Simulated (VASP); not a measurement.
The system is O.

```
O
1.0
     1.76370    1.01827    3.88187
    -1.76370    1.01827    3.88187
     0.00000   -2.03655    3.88187
O
2
Direct
  0.94768 0.94768 0.94768
  0.05232 0.05232 0.05232
```

| Item | Value |
| --- | --- |
| Program | VASP 6.6.1 |
| Task | relaxation of cell and atoms |
| Functional | LDA |
| Potentials or basis | VASP PAW LDA potentials, release 64 (O) |
| Cutoff | 600 eV |
| k mesh | 9 × 9 × 9 |
| Occupations | gaussian, width 0.02 eV |
| Spin | collinear spin, ferromagnetic start |
| Starting moments | [0.61, 0.61] μB |

At the start: pressure -0.5 GPa; volume 20.91 Å³/atom.

Task: How do energy, volume and symmetry change on relaxing?

Result: Over 34 steps the energy falls by 34.4 meV/atom and the volume is 14.65 Å³/atom (-30.0 %); space group R-3m (No. 166, to 0.05 Å); moment 2.00 μB per cell.

The path:
| step | energy change (eV) | largest force (eV/Å) | pressure (GPa) | volume (Å³) |
| --- | --- | --- | --- | --- |
| 1 | 0.0000 | 0.2897 | -0.51 | 41.83 |
| 2 | 0.0218 | 1.8177 | -3.91 | 41.43 |
| 3 | -0.0008 | 0.0750 | -1.10 | 41.77 |
| 4 | -0.0063 | 0.0918 | -1.16 | 40.88 |
| 5 | -0.0231 | 0.1032 | -1.25 | 38.29 |
| 6 | -0.0546 | 0.0305 | -0.85 | 33.44 |
| 7 | -0.0315 | 0.9084 | 5.05 | 25.00 |
| 8 | -0.0640 | 0.6847 | 1.05 | 30.57 |
| 9 | -0.0640 | 0.8092 | 2.08 | 28.66 |
| 10 | -0.0649 | 0.6763 | 1.84 | 28.51 |
| 11 | -0.0660 | 0.2902 | 1.21 | 28.06 |
| 12 | -0.0660 | 0.3084 | 1.23 | 28.08 |
| 13 | -0.0663 | 0.2813 | 1.14 | 28.15 |
| 14 | -0.0671 | 0.2010 | 0.87 | 28.34 |
| 15 | -0.0681 | 0.0435 | 0.33 | 28.73 |
| 16 | -0.0680 | 0.2609 | -0.65 | 29.53 |
| 17 | -0.0684 | 0.0980 | -0.15 | 29.10 |
| 18 | -0.0685 | 0.0504 | -0.07 | 29.20 |
| 19 | -0.0685 | 0.0170 | 0.03 | 29.34 |
| 20 | -0.0685 | 0.0112 | 0.02 | 29.33 |
| 21 | -0.0685 | 0.0089 | 0.01 | 29.32 |
| 22 | -0.0685 | 0.0068 | 0.01 | 29.32 |
| 23 | -0.0685 | 0.0065 | 0.01 | 29.32 |
| 24 | -0.0685 | 0.0076 | 0.00 | 29.32 |
| 25 | -0.0686 | 0.0088 | 0.00 | 29.32 |
| 26 | -0.0686 | 0.0110 | 0.00 | 29.32 |
| 27 | -0.0686 | 0.0147 | 0.03 | 29.31 |
| 28 | -0.0687 | 0.0240 | 0.06 | 29.30 |
| 29 | -0.0686 | 0.0452 | 0.16 | 29.28 |
| 30 | -0.0687 | 0.0332 | 0.12 | 29.29 |
| 31 | -0.0687 | 0.0099 | 0.08 | 29.30 |
| 32 | -0.0687 | 0.0471 | -0.10 | 29.30 |
| 33 | -0.0687 | 0.0091 | 0.03 | 29.30 |
| 34 | -0.0687 | 0.0034 | 0.02 | 29.30 |

Final structure:
```xyz
2
Lattice="1.5651 0.9036 3.4526 -1.5651 0.9036 3.4526 0.0000 -1.8072 3.4526" Properties=species:S:1:pos:R:3 pbc="T T T"
O     0.0000    0.0000    9.7465
O     0.0000    0.0000    0.6112
```

Caveat: the standard files for N, O and F lose accuracy on very short bonds; the volume moved by over 15 % at a fixed basis, so the end points are rough.
